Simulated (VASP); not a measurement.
# BaTe in VASP: single point with PBE

Aim: the single point of BaTe with PBE.

Everything below comes from runs of VASP 6.6.1. Logs are shortened: lines on timing, memory, paths and dates and some standing lists are left out, and cuts for length are marked.

**1. The cell of the first run**

The typed cell holds 4 atoms: a = 5.970 Å, b = 5.970 Å, c = 7.002 Å, α = 90.00°, β = 90.00°, γ = 120.00°.

**2. Single point, PBE**

Contents of POSCAR:

```
BaTe
1.0
    5.9702102791      0.0000000000      0.0000000000
   -2.9851051396      5.1703537676      0.0000000000
    0.0000000000      0.0000000000      7.0024277399
Ba Te
2 2
Direct
    0.6666666667      0.3333333333      0.0625865676
    0.3333333333      0.6666666667      0.5625865676
    0.6666666667      0.3333333333      0.5626134324
    0.3333333333      0.6666666667      0.0626134324
```

Contents of INCAR.step1:

```
SYSTEM = BaTe
  PREC = Accurate
  ENCUT = 520
  EDIFF = 1E-6
  ISMEAR = 0
  SIGMA = 0.05
  LREAL = .False.
  LASPH = .True.
  NELM = 100
  ALGO = Normal
  ISIF = 2
  LWAVE = .False.
  LCHARG = .True.
  GGA = PE
  NBANDS = 24
```

Contents of KPOINTS.step1:

```
regular mesh
0
Gamma
  8 8 4
  0 0 0
```

Contents of INCAR.step2:

```
SYSTEM = BaTe
  PREC = Accurate
  ENCUT = 520
  EDIFF = 1E-6
  ISMEAR = -5
  SIGMA = 0.05
  LREAL = .False.
  LASPH = .True.
  NELM = 100
  ALGO = Normal
  ISIF = 2
  LWAVE = .False.
  LCHARG = .False.
  GGA = PE
  LORBIT = 11
  NBANDS = 24
  NEDOS = 1001
  ICHARG = 11
```

Contents of KPOINTS.step2:

```
regular mesh
0
Gamma
  12 12 6
  0 0 0
```

Potentials or basis: VASP PAW PBE potentials, release 64 (Ba_sv, Te).

The run is started by

```sh
$ cat potpaw_PBE.64/Ba_sv/POTCAR potpaw_PBE.64/Te/POTCAR > POTCAR
$ cp INCAR.step1 INCAR
$ cp KPOINTS.step1 KPOINTS
$ mpirun -np 1 vasp_std > vasp.out
$ cp INCAR.step2 INCAR
$ cp KPOINTS.step2 KPOINTS
$ mpirun -np 1 vasp_std > vasp.out
```

OUTCAR:

```text
SYSTEM = BaTe
   PREC = Accurate
   ENCUT = 520
   EDIFF = 1E-6
   ISMEAR = -5
   LREAL = .False.
   LASPH = .True.
   NELM = 100
   ISIF = 2
   GGA = PE
   LORBIT = 11
   ICHARG = 11

 ion  position               nearest neighbor table
   1  0.667  0.333  0.063-   4 3.45   4 3.45   4 3.45   3 3.50   3 3.50
   2  0.333  0.667  0.563-   3 3.45   3 3.45   3 3.45   4 3.50   4 3.50
   3  0.667  0.333  0.563-   2 3.45   2 3.45   2 3.45   1 3.50   1 3.50
   4  0.333  0.667  0.063-   1 3.45   1 3.45   1 3.45   2 3.50   2 3.50

  LATTYP: Found a hexagonal cell.
 ALAT       =     5.9702102791
 C/A-ratio  =     1.1728946574

  Lattice vectors:

 A1 = (   5.9702102791,   0.0000000000,   0.0000000000)
 A2 = (  -2.9851051396,   5.1703537676,   0.0000000000)
 A3 = (   0.0000000000,   0.0000000000,   7.0024277399)

Analysis of symmetry for initial positions (statically):
=====================================================================
 Subroutine PRICEL returns:
 Original cell was already a primitive cell.

 Routine SETGRP: Setting up the symmetry group for a
 hexagonal supercell.

 Subroutine GETGRP returns: Found 12 space group operations
 (whereof  6 operations were pure point group operations)
 out of a pool of 24 trial point group operations.

The static configuration has the point symmetry C_3v.
 The point group associated with its full space group is C_6v.

Analysis of symmetry for dynamics (positions and initial velocities):
=====================================================================
 Subroutine PRICEL returns:
 Original cell was already a primitive cell.

 Routine SETGRP: Setting up the symmetry group for a
 hexagonal supercell.

 Subroutine GETGRP returns: Found 12 space group operations
 (whereof  6 operations were pure point group operations)
 out of a pool of 24 trial point group operations.

The dynamic configuration has the point symmetry C_3v.
 The point group associated with its full space group is C_6v.

 Subroutine INISYM returns: Found 12 space group operations
 (whereof  6 operations are pure point group operations),
 and found     1 'primitive' translations

----------------------------------------------------------------------------------------

                                     Primitive cell

  volume of cell :     216.1516

  direct lattice vectors                    reciprocal lattice vectors
     5.970210279  0.000000000  0.000000000     0.167498288  0.096705182  0.000000000
    -2.985105140  5.170353768  0.000000000     0.000000000  0.193410363  0.000000000
     0.000000000  0.000000000  7.002427740     0.000000000  0.000000000  0.142807614

  length of vectors
     5.970210279  5.970210279  7.002427740     0.193410363  0.193410363  0.142807614

  position of ions in fractional coordinates (direct lattice)
     0.666666667  0.333333333  0.062586568
     0.333333333  0.666666667  0.562586568
     0.666666667  0.333333333  0.562613432
     0.333333333  0.666666667  0.062613432

  ion indices of the primitive-cell ions
   primitive index   ion index
                 1           1
                 2           2
                 3           3
                 4           4

----------------------------------------------------------------------------------------

 KPOINTS: regular mesh

Automatic generation of k-mesh.
 Grid dimensions read from file:
 generate k-points for:   12   12    6

 Generating k-lattice:

  Cartesian coordinates                     Fractional coordinates (reciprocal lattice)
     0.013958191  0.008058765  0.000000000     0.083333333  0.000000000  0.000000000
     0.000000000  0.016117530  0.000000000     0.000000000  0.083333333  0.000000000
     0.000000000  0.000000000  0.023801269     0.000000000  0.000000000  0.166666667

  Length of vectors
     0.016117530  0.016117530  0.023801269

  Shift w.r.t. Gamma in fractional coordinates (k-lattice)
     0.000000000  0.000000000  0.000000000

 TETIRR: Found    879 inequivalent tetrahedra from     5184

 Subroutine IBZKPT returns following result:
 ===========================================

 Found     76 irreducible k-points:

 Following reciprocal coordinates:
            Coordinates               Weight
  0.000000  0.000000  0.000000      1.000000
  0.083333  0.000000  0.000000      6.000000
  0.166667  0.000000  0.000000      6.000000
  0.250000  0.000000  0.000000      6.000000
  0.333333  0.000000  0.000000      6.000000
  0.416667  0.000000  0.000000      6.000000
[... 16 lines left out ...]
  0.250000  0.000000  0.166667     12.000000
  0.333333  0.000000  0.166667     12.000000
 [... further k-points ...]
   k-points           NKPTS =     76   k-points in BZ     NKDIM =     76   number of bands    NBANDS=     24
   number of dos      NEDOS =   1001   number of ions     NIONS =      4
   total plane-waves  NPLWV = 124416
   dimension x,y,z NGX =    48 NGY =   48 NGZ =   54
   dimension x,y,z NGXF=    96 NGYF=   96 NGZF=  108
   ions per type =               2   2
   NGX,Y,Z   is equivalent  to a cutoff of  13.37, 13.37, 12.82 a.u.
   NGXF,Y,Z  is equivalent  to a cutoff of  26.73, 26.73, 25.64 a.u.
 SYSTEM =  BaTe
   PREC   = accura    normal or accurate (medium, high low for compatibility)
   ISTART =      0    job   : 0-new  1-cont  2-samecut
   ICHARG =     11    charge: 1-file 2-atom 10-const
   ISPIN  =      1    spin polarized calculation?
   LNONCOLLINEAR =      F non collinear calculations
   LSORBIT =      F    spin-orbit coupling
   LASPH  =      T    aspherical Exc in radial PAW
   ENCUT  =  520.0 eV  38.22 Ry    6.18 a.u.  11.10 11.10 13.02*2*pi/ulx,y,z
   NELM   =    100;   NELMIN=  2; NELMDL=  0     # of ELM steps
   EDIFF  = 0.1E-05   stopping-criterion for ELM
   LREAL  =      F    real-space projection
   EDIFFG = 0.1E-04   stopping-criterion for IOM
   NSW    =      0    number of steps for IOM
   IBRION =     -1    ionic relax: 0-MD 1-quasi-New 2-CG
   NFREE  =      0    steps in history (QN), initial steepest desc. (CG)
   ISIF   =      2    stress and relaxation
   ISYM   =      2    0-nonsym 1-usesym 2-fastsym
   POTIM  = 0.5000    time-step for ionic-motion
   TEBEG  =    0.0;   TEEND  =   0.0 temperature during run
   PSTRESS=    0.0 pullay stress
   NELECT =      32.0000    total number of electrons
   NUPDOWN=      -1.0000    fix difference up-down
   EMIN   =  10.00;   EMAX   =-10.00  energy-range for DOS
   EFERMI =   0.00;   METHOD = LEGACY
   ISMEAR =    -5;   SIGMA  =   0.05  broadening in eV -4-tet -1-fermi 0-gaus
   EFERMI_NEDOS =   21; number of points for ismear=-14 and -15
   IALGO  =     38    algorithm
   IMIX   =      4    mixing-type and parameters
     AMIX     =   0.40;   BMIX     =  1.00
     AMIX_MAG =   1.60;   BMIX_MAG =  1.00
  volume/ion in A,a.u.               =      54.04       364.67
  Fermi-wavevector in a.u.,A,eV,Ry     =   0.866041  1.636581 10.204746  0.750028
  Thomas-Fermi vector in A             =   1.984373
   LORBIT       =     11    0 simple, 1 ext, 2 COOP (PROOUT), +10 PAW based schemes
   GGA     = PE    functional components
   LHFCALC =     F    Hartree Fock is set to
   AEXX    =    0.0000 exact exchange contribution
   IVDW    =     0    specifies the selected vdW correction
   LEPSILON=     F    determine dielectric tensor
   LRPA    =     F    only Hartree local field effects (RPA)
 non-spin polarized calculation
 Fermi weights with tetrahedron method with Bloechl corrections
  energy-cutoff  :      520.00
  volume of cell :      216.15
 maximum number of plane-waves:      5870
 NGX is ok and might be reduce to    48

 number of electron      32.0000000 magnetization

 Free energy of the ion-electron system (eV)
  ---------------------------------------------------
  ext. energy  EPLUGINS =         0.00000000
  ---------------------------------------------------
  free energy    TOTEN  =       -16.77758060 eV

  energy without entropy =      -16.77758060  energy(sigma->0) =      -16.77758060

 E-fermi :   1.0433     XC(G=0):  -7.0833

 val. band max:        1.0217892941   @ k =   0.0000   0.0000   0.0000
 cond. band min:       2.9079043981   @ k =   0.3333   0.3333   0.0000
 fundamental gap:      1.8861151040
 Fermi energy:         1.0433086390

 k-point     1 :       0.0000    0.0000    0.0000
  band No.  band energies     occupation
      1     -26.2425      2.00000
      2     -26.2282      2.00000
      3     -11.5372      2.00000
      4     -11.4957      2.00000
      5     -11.4957      2.00000
      6     -11.4303      2.00000
[... 16 lines left out ...]
     23       5.5385      0.00000
     24       6.3666      0.00000

 k-point     2 :       0.0833    0.0000    0.0000
  band No.  band energies     occupation
      1     -26.2423      2.00000
      2     -26.2284      2.00000
      3     -11.5345      2.00000
      4     -11.5025      2.00000
      5     -11.4972      2.00000
      6     -11.4389      2.00000
[... 16 lines left out ...]
     23       5.6020      0.00000
     24       6.0638      0.00000

 k-point     3 :       0.1667    0.0000    0.0000
  band No.  band energies     occupation
      1     -26.2415      2.00000
      2     -26.2288      2.00000
      3     -11.5268      2.00000
      4     -11.5206      2.00000
      5     -11.5012      2.00000
      6     -11.4619      2.00000
[... 16 lines left out ...]
     23       5.7491      0.00000
     24       5.7764      0.00000
[... 514 lines left out ...]
 k-point    23 :       0.2500    0.0000    0.1667
  band No.  band energies     occupation
      1     -26.2395      2.00000
      2     -26.2303      2.00000
      3     -11.5821      2.00000
      4     -11.5222      2.00000
      5     -11.5013      2.00000
      6     -11.4774      2.00000
[... 16 lines left out ...]
     23       5.5605      0.00000
     24       5.8112      0.00000

 k-point    24 :       0.3333    0.0000    0.1667
  band No.  band energies     occupation
      1     -26.2382      2.00000
      2     -26.2311      2.00000
      3     -11.6035      2.00000
      4     -11.5562      2.00000
      5     -11.5061      2.00000
      6     -11.4665      2.00000
[... 16 lines left out ...]
     23       5.5359      0.00000
     24       5.7840      0.00000

 [... further k-points ...]

------------------------ aborting loop because EDIFF is reached ----------------------------------------

  FORCE on cell =-STRESS in cart. coord.  units (eV):
  Direction    XX          YY          ZZ          XY          YZ          ZX
  --------------------------------------------------------------------------------------
  -------------------------------------------------------------------------------------
  Total        0.3238231      0.3238231      0.3757022     -0.0000000     -0.0000000      0.0000000
  in kB        2.4002692      2.4002692      2.7848114     -0.0000000     -0.0000000      0.0000000
  external PRESSURE =       2.5284499 kB  Pullay stress =       0.0000000 kB

 VOLUME and BASIS-vectors are now :
 -----------------------------------------------------------------------------
  energy-cutoff  :      520.00
  volume of cell :      216.15
      direct lattice vectors                 reciprocal lattice vectors
     5.970210279  0.000000000  0.000000000     0.167498288  0.096705182  0.000000000
    -2.985105140  5.170353768  0.000000000     0.000000000  0.193410363  0.000000000
     0.000000000  0.000000000  7.002427740     0.000000000  0.000000000  0.142807614

 POSITION                                       TOTAL-FORCE (eV/Angst)
 -----------------------------------------------------------------------------------
      2.98511      1.72345      0.43826        -0.000000     -0.000000      0.000457
     -0.00000      3.44690      3.93947         0.000000      0.000000      0.000457
      2.98511      1.72345      3.93966         0.000000      0.000000     -0.000457
     -0.00000      3.44690      0.43845        -0.000000     -0.000000     -0.000457
 -----------------------------------------------------------------------------------
    total drift:                                0.000000     -0.000000      0.000069

  FREE ENERGIE OF THE ION-ELECTRON SYSTEM (eV)
  ---------------------------------------------------
  free  energy   TOTEN  =       -16.7775805953 eV

  energy  without entropy=      -16.7775805953  energy(sigma->0) =      -16.77758060

 total charge

# of ion       s       p       d       tot
------------------------------------------
    1        2.011   5.603   0.265   7.880
    2        2.011   5.603   0.265   7.880
    3        1.340   2.124   0.002   3.466
    4        1.340   2.124   0.002   3.466
--------------------------------------------------
tot          6.701  15.455   0.536  22.692
```

It took 8.5 min on 1 thread of Oxide Virtual Turin-like, shared host; peak memory 0.53 GiB.

Results:

```yaml
Valence_electrons_inside_the_program's_atomic_spheres: Ba 7.88; Te 3.47
```

Caveat: spin-orbit coupling is left out, which moves the levels of the heavy elements.
